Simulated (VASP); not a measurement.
Set up this calculation in VASP 6.6.1, as the native input.

```yaml
Task: single point
Functional: RPBE
Potentials_or_basis: VASP PAW PBE potentials, release 64 (Nb_sv)
Cutoff: 520 eV
k_mesh: 14 × 14 × 4
Occupations: fermi-dirac, width 0.1 eV
Spin: no spin polarisation
Dipole_correction: no
Further_INCAR_settings: ALGO = Normal; EDIFF = 1e-06; NBANDS = 34
```

The structure of Nb lies in POSCAR:

```
Nb
1.0
    2.9223935445      0.0000000000      0.0000000000
   -1.4611967722      2.5308670494      0.0000000000
    0.0000000000      0.0000000000     10.6972003425
Nb
4
Direct
    0.0000000000      1.0000000000      1.0000000000
    0.0000000000      1.0000000000      0.5000000000
    0.3333333333      0.6666666667      0.2500000000
    0.6666666667      0.3333333333      0.7500000000
```

This isn't the form of Nb at room conditions, which is bcc.

The input as run:

INCAR

```
SYSTEM = Nb
PREC = Accurate ; ENCUT = 520
EDIFF = 1E-6 ; ISMEAR = -1
SIGMA = 0.1 ; LREAL = .False.
LASPH = .True. ; NELM = 80
ALGO = Normal ; ISIF = 2
LWAVE = .False. ; LCHARG = .True.
GGA = RP ; LELF = .True.
LVHAR = .True. ; NBANDS = 34
```

KPOINTS

```
Automatic mesh
0
Gamma
  14 14 4
  0 0 0
```

Potentials or basis: VASP PAW PBE potentials, release 64 (Nb_sv).

Launch:

```bash
$ cat potpaw_PBE.64/Nb_sv/POTCAR > POTCAR
$ mpirun -np 1 vasp_std > vasp.out
```

Results of the run:

- Pressure: -5.9 GPa
- Band gap on the k mesh: zero (bands 26 and 27 overlap by 1.25 eV)

Caveat: the cell stands under tension; the PAW data sets were made with another functional, which shifts forces and pressure a little.

Wall time 77 s on 1 thread of Intel(R) Xeon(R) 6975P-C (Granite Rapids), on a shared host, peak memory 0.29 GiB.
